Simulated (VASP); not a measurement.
# In4O5 (P1) in VASP: notebook

The runs below take In4O5 through single point, with PBE.

Program: VASP 6.6.1. These are calculated values, not measurements. Logs are shortened: lines on timing, memory, paths and dates and some standing lists are left out, and cuts for length are marked.

## (1) The cell of the first run

The typed cell holds 9 atoms: a = 5.782 Å, b = 5.782 Å, c = 5.782 Å, α = 56.65°, β = 56.65°, γ = 56.65°.

## (2) Single point, PBE

The input, INCAR:

```
SYSTEM = In4O5
ALGO = Normal
EDIFF = 1E-6
ENCUT = 520
GGA = PE
ISIF = 2
ISMEAR = 0
LASPH = .TRUE.
LCHARG = .TRUE.
LELF = .TRUE.
LREAL = .FALSE.
LVHAR = .TRUE.
LWAVE = .FALSE.
NBANDS = 51
NELM = 60
PREC = Accurate
SIGMA = 0.01
```

The input, KPOINTS:

```
k-points
0
G
  2 2 2
  0 0 0
```

The input, POSCAR:

```
In4O5
1.0
    2.7435000000      1.5839600000      4.8366670000
   -2.7435000000      1.5839600000      4.8366670000
    0.0000000000     -3.1679210000      4.8366670000
In O
4 5
Direct
    0.3638220000      0.3531830000      0.3517750000
    0.1446400000      0.1456990000      0.1427710000
    0.6431650000      0.6340170000      0.6450530000
    0.8548550000      0.8580500000      0.8599180000
    0.5516270000      0.9533020000      0.2519650000
    0.9474860000      0.2410700000      0.5489890000
    0.2479580000      0.5438560000      0.9594030000
    0.4542070000      0.0509720000      0.7511570000
    0.0528960000      0.7510450000      0.4528560000
```

Potentials or basis: VASP PAW PBE potentials, release 64 (In_d, O).

On the command line:

```
$ cat potpaw_PBE.64/In_d/POTCAR potpaw_PBE.64/O/POTCAR > POTCAR
$ mpirun -np 1 vasp_std > vasp.out
```

OUTCAR:

```text
SYSTEM = In4O5
   EDIFF = 1E-6
   ENCUT = 520
   GGA = PE
   ISIF = 2
   ISMEAR = 0
   LASPH = .TRUE.
   LREAL = .FALSE.
   NELM = 60
   PREC = Accurate

 ion  position               nearest neighbor table
   1  0.364  0.353  0.352-   8 2.13   9 2.15   5 2.21   7 2.22   6 2.32   2 3.07   3 3.21   3 3.26
                             3 3.27   2 3.59   2 3.64   2 3.64   4 3.93   4 3.97   4 3.98   4 3.99
   2  0.145  0.146  0.143-   8 2.11   9 2.12   6 2.22   7 2.22   5 2.27   1 3.07   4 3.23   4 3.24
                             4 3.26   1 3.59   1 3.64   1 3.64   3 3.93   3 3.95   3 3.98   3 3.99
   3  0.643  0.634  0.645-   6 2.12   5 2.12   7 2.12   9 2.31   8 2.32   4 3.15   1 3.21   1 3.26
                             1 3.27   4 3.56   4 3.60   4 3.61   2 3.93   2 3.95   2 3.98   2 3.99
   4  0.855  0.858  0.860-   6 2.07   5 2.11   7 2.13   8 2.24   9 2.26   3 3.15   2 3.23   2 3.24
                             2 3.26   3 3.56   3 3.60   3 3.61   1 3.93   1 3.97   1 3.98   1 3.99
   5  0.552  0.953  0.252-   4 2.11   3 2.12   1 2.21   2 2.27
   6  0.947  0.241  0.549-   4 2.07   3 2.12   2 2.22   1 2.32
   7  0.248  0.544  0.959-   3 2.12   4 2.13   2 2.22   1 2.22
   8  0.454  0.051  0.751-   2 2.11   1 2.13   4 2.24   3 2.32
   9  0.053  0.751  0.453-   2 2.12   1 2.15   4 2.26   3 2.31

  LATTYP: Found a trigonal (rhomboedric) cell.
 ALAT       =     5.7817877167
 COS(alpha) =     0.5496858016

  Lattice vectors:

 A1 = (   2.7435000000,   1.5839600000,   4.8366670000)
 A2 = (  -2.7435000000,   1.5839600000,   4.8366670000)
 A3 = (   0.0000000000,  -3.1679210000,   4.8366670000)

Analysis of symmetry for initial positions (statically):
=====================================================================
 Subroutine PRICEL returns:
 Original cell was already a primitive cell.

 Routine SETGRP: Setting up the symmetry group for a
 trigonal (rhombohedral) supercell.

 Subroutine GETGRP returns: Found  1 space group operations
 (whereof  1 operations were pure point group operations)
 out of a pool of 12 trial point group operations.

The static configuration has the point symmetry C_1 .

Analysis of symmetry for dynamics (positions and initial velocities):
=====================================================================
 Subroutine PRICEL returns:
 Original cell was already a primitive cell.

 Routine SETGRP: Setting up the symmetry group for a
 trigonal (rhombohedral) supercell.

 Subroutine GETGRP returns: Found  1 space group operations
 (whereof  1 operations were pure point group operations)
 out of a pool of 12 trial point group operations.

The dynamic configuration has the point symmetry C_1 .

 Subroutine INISYM returns: Found  1 space group operations
 (whereof  1 operations are pure point group operations),
 and found     1 'primitive' translations

----------------------------------------------------------------------------------------

                                     Primitive cell

  volume of cell :     126.1092

  direct lattice vectors                    reciprocal lattice vectors
     2.743500000  1.583960000  4.836667000     0.182248952  0.105221490  0.068917990
    -2.743500000  1.583960000  4.836667000    -0.182248952  0.105221490  0.068917990
     0.000000000 -3.167921000  4.836667000     0.000000000 -0.210442980  0.068917968

  length of vectors
     5.781787717  5.781787717  5.781787884     0.221440583  0.221440583  0.221440589

  position of ions in fractional coordinates (direct lattice)
     0.363822000  0.353183000  0.351775000
     0.144640000  0.145699000  0.142771000
     0.643165000  0.634017000  0.645053000
     0.854855000  0.858050000  0.859918000
     0.551627000  0.953302000  0.251965000
     0.947486000  0.241070000  0.548989000
     0.247958000  0.543856000  0.959403000
     0.454207000  0.050972000  0.751157000
     0.052896000  0.751045000  0.452856000

  ion indices of the primitive-cell ions
   primitive index   ion index
                 1           1
                 2           2
                 3           3
                 4           4
                 5           5
                 6           6
                 7           7
                 8           8
                 9           9

----------------------------------------------------------------------------------------

 KPOINTS: k-points

Automatic generation of k-mesh.
 Grid dimensions read from file:
 generate k-points for:    2    2    2

 Generating k-lattice:

  Cartesian coordinates                     Fractional coordinates (reciprocal lattice)
     0.091124476  0.052610745  0.034458995     0.500000000 -0.000000000  0.000000000
    -0.091124476  0.052610745  0.034458995    -0.000000000  0.500000000  0.000000000
     0.000000000 -0.105221490  0.034458984     0.000000000  0.000000000  0.500000000

  Length of vectors
     0.110720292  0.110720292  0.110720294

  Shift w.r.t. Gamma in fractional coordinates (k-lattice)
     0.000000000  0.000000000  0.000000000

 Subroutine IBZKPT returns following result:
 ===========================================

 Found      8 irreducible k-points:

 Following reciprocal coordinates:
            Coordinates               Weight
  0.000000  0.000000  0.000000      1.000000
  0.500000 -0.000000  0.000000      1.000000
 -0.000000  0.500000  0.000000      1.000000
  0.000000  0.000000  0.500000      1.000000
  0.500000  0.500000  0.000000      1.000000
  0.500000  0.000000  0.500000      1.000000
  0.000000  0.500000  0.500000      1.000000
  0.500000  0.500000  0.500000      1.000000
   k-points           NKPTS =      8   k-points in BZ     NKDIM =      8   number of bands    NBANDS=     51
   number of dos      NEDOS =    301   number of ions     NIONS =      9
   total plane-waves  NPLWV = 110592
   dimension x,y,z NGX =    48 NGY =   48 NGZ =   48
   dimension x,y,z NGXF=    96 NGYF=   96 NGZF=   96
   ions per type =               4   5
   NGX,Y,Z   is equivalent  to a cutoff of  13.80, 13.80, 13.80 a.u.
   NGXF,Y,Z  is equivalent  to a cutoff of  27.60, 27.60, 27.60 a.u.
 SYSTEM =  In4O5
   PREC   = accura    normal or accurate (medium, high low for compatibility)
   ISTART =      0    job   : 0-new  1-cont  2-samecut
   ICHARG =      2    charge: 1-file 2-atom 10-const
   ISPIN  =      1    spin polarized calculation?
   LNONCOLLINEAR =      F non collinear calculations
   LSORBIT =      F    spin-orbit coupling
   LASPH  =      T    aspherical Exc in radial PAW
   ENCUT  =  520.0 eV  38.22 Ry    6.18 a.u.  10.75 10.75 10.75*2*pi/ulx,y,z
   NELM   =     60;   NELMIN=  2; NELMDL= -5     # of ELM steps
   EDIFF  = 0.1E-05   stopping-criterion for ELM
   LREAL  =      F    real-space projection
   EDIFFG = 0.1E-04   stopping-criterion for IOM
   NSW    =      0    number of steps for IOM
   IBRION =     -1    ionic relax: 0-MD 1-quasi-New 2-CG
   NFREE  =      0    steps in history (QN), initial steepest desc. (CG)
   ISIF   =      2    stress and relaxation
   ISYM   =      2    0-nonsym 1-usesym 2-fastsym
   POTIM  = 0.5000    time-step for ionic-motion
   TEBEG  =    0.0;   TEEND  =   0.0 temperature during run
   PSTRESS=    0.0 pullay stress
   NELECT =      82.0000    total number of electrons
   NUPDOWN=      -1.0000    fix difference up-down
   EMIN   =  10.00;   EMAX   =-10.00  energy-range for DOS
   EFERMI =   0.00;   METHOD = LEGACY
   ISMEAR =     0;   SIGMA  =   0.01  broadening in eV -4-tet -1-fermi 0-gaus
   EFERMI_NEDOS =   21; number of points for ismear=-14 and -15
   IALGO  =     38    algorithm
   IMIX   =      4    mixing-type and parameters
     AMIX     =   0.40;   BMIX     =  1.00
     AMIX_MAG =   1.60;   BMIX_MAG =  1.00
  volume/ion in A,a.u.               =      14.01        94.56
  Fermi-wavevector in a.u.,A,eV,Ry     =   1.418286  2.680172 27.368606  2.011536
  Thomas-Fermi vector in A             =   2.539428
   LORBIT       =      0    0 simple, 1 ext, 2 COOP (PROOUT), +10 PAW based schemes
   GGA     = PE    functional components
   LHFCALC =     F    Hartree Fock is set to
   AEXX    =    0.0000 exact exchange contribution
   IVDW    =     0    specifies the selected vdW correction
   LEPSILON=     F    determine dielectric tensor
   LRPA    =     F    only Hartree local field effects (RPA)
 non-spin polarized calculation
 Gauss-broadening in eV      SIGMA  =   0.01
  energy-cutoff  :      520.00
  volume of cell :      126.11
 maximum number of plane-waves:      3426
 NGX is ok and might be reduce to    48
   NGX = 21   NGY = 21   NGZ = 21

 number of electron      81.9999999 magnetization

 Free energy of the ion-electron system (eV)
  ---------------------------------------------------
  ext. energy  EPLUGINS =         0.00000000
  ---------------------------------------------------
  free energy    TOTEN  =       -46.02749295 eV

  energy without entropy =      -46.02749295  energy(sigma->0) =      -46.02749295

 E-fermi :   7.8800     XC(G=0): -10.9456

 val. band max:        7.8029726057   @ k =   0.5000   0.0000   0.5000
 cond. band min:       8.2800715015   @ k =   0.5000   0.5000   0.5000
 fundamental gap:      0.4770988958
 Fermi energy:         7.8799788068

 k-point     1 :       0.0000    0.0000    0.0000
  band No.  band energies     occupation
      1     -12.3434      2.00000
      2     -11.6288      2.00000
      3     -11.6096      2.00000
      4     -11.3216      2.00000
      5     -11.2262      2.00000
      6      -7.1642      2.00000
[... 43 lines left out ...]
     50      14.7605      0.00000
     51      14.9470      0.00000

 k-point     2 :       0.5000   -0.0000    0.0000
  band No.  band energies     occupation
      1     -11.9892      2.00000
      2     -11.7383      2.00000
      3     -11.6181      2.00000
      4     -11.4766      2.00000
      5     -11.3270      2.00000
      6      -7.1475      2.00000
[... 43 lines left out ...]
     50      14.4575      0.00000
     51      16.1436      0.00000

 k-point     3 :      -0.0000    0.5000    0.0000
  band No.  band energies     occupation
      1     -11.9811      2.00000
      2     -11.7571      2.00000
      3     -11.5977      2.00000
      4     -11.4622      2.00000
      5     -11.3460      2.00000
      6      -7.1361      2.00000
[... 43 lines left out ...]
     50      15.2580      0.00000
     51      15.4639      0.00000

 k-point     4 :       0.0000    0.0000    0.5000
  band No.  band energies     occupation
      1     -11.9623      2.00000
      2     -11.7657      2.00000
      3     -11.5976      2.00000
      4     -11.4884      2.00000
      5     -11.3303      2.00000
      6      -7.1350      2.00000
[... 43 lines left out ...]
     50      15.1924      0.00000
     51      15.3688      0.00000

 k-point     5 :       0.5000    0.5000    0.0000
  band No.  band energies     occupation
      1     -12.0388      2.00000
      2     -11.7031      2.00000
      3     -11.6521      2.00000
      4     -11.4414      2.00000
      5     -11.2431      2.00000
      6      -7.1474      2.00000
[... 43 lines left out ...]
     50      14.9611      0.00000
     51      16.0714      0.00000

 k-point     6 :       0.5000    0.0000    0.5000
  band No.  band energies     occupation
      1     -12.0273      2.00000
      2     -11.7514      2.00000
      3     -11.6440      2.00000
      4     -11.4147      2.00000
      5     -11.2439      2.00000
      6      -7.1395      2.00000
[... 43 lines left out ...]
     50      15.1011      0.00000
     51      15.9258      0.00000

 k-point     7 :       0.0000    0.5000    0.5000
  band No.  band energies     occupation
      1     -11.9555      2.00000
      2     -11.7551      2.00000
      3     -11.6684      2.00000
      4     -11.4046      2.00000
      5     -11.3196      2.00000
      6      -7.1623      2.00000
[... 43 lines left out ...]
     50      15.2926      0.00000
     51      15.5145      0.00000

 k-point     8 :       0.5000    0.5000    0.5000
  band No.  band energies     occupation
      1     -12.0229      2.00000
      2     -11.6503      2.00000
      3     -11.6048      2.00000
      4     -11.5702      2.00000
      5     -11.3348      2.00000
      6      -7.1473      2.00000
[... 43 lines left out ...]
     50      14.4659      0.00000
     51      14.9872      0.00000

------------------------ aborting loop because EDIFF is reached ----------------------------------------

  FORCE on cell =-STRESS in cart. coord.  units (eV):
  Direction    XX          YY          ZZ          XY          YZ          ZX
  --------------------------------------------------------------------------------------
  -------------------------------------------------------------------------------------
  Total        5.8472056      7.2196525      6.4870100     -0.7951302     -0.6849037     -1.5255521
  in kB       74.2869016     91.7234064     82.4154139    -10.1018786     -8.7014850    -19.3816575
  external PRESSURE =      82.8085740 kB  Pullay stress =       0.0000000 kB

 VOLUME and BASIS-vectors are now :
 -----------------------------------------------------------------------------
  energy-cutoff  :      520.00
  volume of cell :      126.11
      direct lattice vectors                 reciprocal lattice vectors
     2.743500000  1.583960000  4.836667000     0.182248952  0.105221490  0.068917990
    -2.743500000  1.583960000  4.836667000    -0.182248952  0.105221490  0.068917990
     0.000000000 -3.167921000  4.836667000     0.000000000 -0.210442980  0.068917968

 POSITION                                       TOTAL-FORCE (eV/Angst)
 -----------------------------------------------------------------------------------
      0.02919      0.02131      5.16933         0.339202      0.873004      1.230992
     -0.00291      0.00760      2.09481        -1.174138     -0.132348     -1.111451
      0.02510     -0.02047      9.29721        -0.031149     -0.023511      0.588230
     -0.00877     -0.01098     12.44389         0.503866     -0.277518     -0.454432
     -1.10200      1.58554      8.49751         0.125418     -0.312423     -0.353048
      1.93805      0.14347      8.40393        -0.106832      0.404024      0.840640
     -0.81180     -1.78511      8.47005        -0.283757      0.320818     -0.059774
      1.10628     -1.57942      6.07648         0.385244     -0.221049     -0.316319
     -1.91537     -0.16120      6.07871         0.242145     -0.630997     -0.364838
 -----------------------------------------------------------------------------------
    total drift:                               -0.000106      0.000488      0.000436

  FREE ENERGIE OF THE ION-ELECTRON SYSTEM (eV)
  ---------------------------------------------------
  free  energy   TOTEN  =       -46.0274929483 eV

  energy  without entropy=      -46.0274929483  energy(sigma->0) =      -46.02749295
```

It took 69 s on 1 thread of Intel Xeon Platinum 8375C at 2.90GHz (Ice Lake), shared host; peak memory 0.32 GiB.

What came out:

```yaml
Free_energy: -46.0275 eV
Pressure: 8.3 GPa
Largest_force: 1.622 eV/Å
Band_gap_on_the_k_mesh: 0.48 eV, indirect (least direct gap 0.75 eV)
```

Forces on the atoms (eV/Å):
```
In   0.339  0.873  1.231
In  -1.174 -0.132 -1.111
In  -0.031 -0.024  0.588
In   0.504 -0.278 -0.454
O    0.125 -0.312 -0.353
O   -0.107  0.404  0.841
O   -0.284  0.321 -0.060
O    0.385 -0.221 -0.316
O    0.242 -0.631 -0.365
```

Levels at points of the mesh, in eV from the valence-band top:
```tsv
k point	band 39	band 40	band 41	band 42	band 43	band 44
(0.00, 0.00, 0.00)	-2.85	-2.82	-2.76	1.85	2.33	3.40
(0.50, 0.00, 0.00)	-3.15	-2.89	-0.38	0.53	1.95	2.27
(0.00, 0.50, 0.00)	-3.01	-2.81	-0.51	0.91	2.37	2.89
(0.00, 0.00, 0.50)	-2.98	-2.82	-0.51	0.89	2.40	2.97
(0.50, 0.50, 0.00)	-3.04	-2.85	-0.02	0.78	2.14	2.82
(0.50, 0.00, 0.50)	-3.00	-2.88	0.00	0.75	2.31	2.70
(0.00, 0.50, 0.50)	-2.97	-2.89	-0.43	1.76	2.30	2.58
(0.50, 0.50, 0.50)	-3.06	-2.91	-0.63	0.48	2.61	2.77
```

Caveat: the k points lie up to 0.70 Å⁻¹ apart; spin-orbit coupling is left out, which moves the levels of the heavy elements; forces of over 1 eV/Å act on the atoms, so gaps and moduli don't describe the material at rest. A k mesh can miss the band edges.

## (3) Single point, PBE

The input, INCAR:

```
SYSTEM = In4O5
  PREC = Accurate
  ENCUT = 520
  EDIFF = 1E-6
  ISMEAR = -1
  SIGMA = 0.01
  LREAL = .FALSE.
  LASPH = .TRUE.
  NELM = 80
  ALGO = Normal
  ISIF = 2
  LWAVE = .FALSE.
  LCHARG = .FALSE.
  GGA = PE
  NBANDS = 51
```

The input, KPOINTS:

```
Automatic mesh
0
G
  2 2 2
  0 0 0
```

POSCAR is that of step 2.

Potentials or basis: VASP PAW PBE potentials, release 64 (In_d, O).

On the command line:

```
$ cat potpaw_PBE.64/In_d/POTCAR potpaw_PBE.64/O/POTCAR > POTCAR
$ mpirun -np 1 vasp_std > vasp.out
```

It took 65 s on 1 thread of Intel Xeon Platinum 8375C at 2.90GHz (Ice Lake), shared host; peak memory 0.32 GiB.

It converged, with:

| Quantity | Value |
| --- | --- |
| Free energy | -46.0275 eV |
| Pressure | 8.3 GPa |
| Largest force | 1.622 eV/Å |
| Band gap on the k mesh | 0.48 eV, indirect (least direct gap 0.75 eV) |

Forces on the atoms (eV/Å):
```
In   0.339  0.873  1.231
In  -1.174 -0.132 -1.111
In  -0.031 -0.024  0.588
In   0.504 -0.278 -0.454
O    0.125 -0.312 -0.353
O   -0.107  0.404  0.841
O   -0.284  0.321 -0.060
O    0.385 -0.221 -0.316
O    0.242 -0.631 -0.365
```

Stress tensor (GPa, compression positive):
```
 7.43 -1.01 -1.94
-1.01  9.17 -0.87
-1.94 -0.87  8.24
```

Levels at points of the mesh, in eV from the valence-band top:
| k point | band 37 | band 38 | band 39 | band 40 | band 41 | band 42 | band 43 | band 44 | band 45 | band 46 |
| --- | --- | --- | --- | --- | --- | --- | --- | --- | --- | --- |
| (0.00, 0.00, 0.00) | -3.19 | -2.95 | -2.85 | -2.82 | -2.76 | 1.85 | 2.33 | 3.40 | 3.52 | 4.90 |
| (0.50, 0.00, 0.00) | -3.46 | -3.43 | -3.15 | -2.89 | -0.38 | 0.53 | 1.95 | 2.27 | 4.52 | 5.25 |
| (0.00, 0.50, 0.00) | -3.60 | -3.48 | -3.01 | -2.81 | -0.51 | 0.91 | 2.37 | 2.89 | 4.04 | 4.61 |
| (0.00, 0.00, 0.50) | -3.58 | -3.46 | -2.98 | -2.82 | -0.51 | 0.89 | 2.40 | 2.97 | 4.12 | 4.50 |
| (0.50, 0.50, 0.00) | -3.45 | -3.40 | -3.04 | -2.85 | -0.02 | 0.78 | 2.14 | 2.82 | 3.61 | 4.56 |
| (0.50, 0.00, 0.50) | -3.44 | -3.42 | -3.00 | -2.88 | 0.00 | 0.75 | 2.31 | 2.70 | 3.61 | 4.55 |
| (0.00, 0.50, 0.50) | -3.55 | -3.16 | -2.97 | -2.89 | -0.43 | 1.76 | 2.30 | 2.58 | 3.97 | 5.02 |
| (0.50, 0.50, 0.50) | -3.59 | -3.22 | -3.06 | -2.91 | -0.63 | 0.48 | 2.61 | 2.77 | 4.98 | 5.12 |

Caveat: the k points lie up to 0.70 Å⁻¹ apart; spin-orbit coupling is left out, which moves the levels of the heavy elements; forces of over 1 eV/Å act on the atoms, so gaps and moduli don't describe the material at rest. PBE gaps usually lie below the measured ones, often by a third to a half.
